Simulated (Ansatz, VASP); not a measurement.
## SbP in VASP and in Ansatz

```
CELL_PARAMETERS angstrom
0.00000 2.77965 2.77965
2.77965 0.00000 2.77965
2.77965 2.77965 0.00000
ATOMIC_POSITIONS crystal
Sb 0.00000 0.00000 0.00000
P 0.50000 0.50000 0.50000
```

Change from the starting cell: volume scaled by 0.96, crystal datasets.

Alike in both runs: task electric field gradients; functional PBE; k mesh 11 × 11 × 11; occupations fermi-dirac, width 0.05 eV; no spin polarisation.

|  | VASP | Ansatz |
| --- | --- | --- |
| version | VASP 6.6.1 | Ansatz 0.2.0 |
| potentials or method | VASP PAW PBE potentials, release 64 (Sb, P), cutoff 520 eV | all-electron PAW with datasets made for the crystal, scalar-relativistic |

|  | VASP | Ansatz | Ansatz less VASP |
| --- | --- | --- | --- |
| pressure (GPa) | 3.3 | 3.4 | +0.09 |

Ansatz ran all-electron here, and VASP with PAW potentials.

Spin-orbit coupling is off throughout.
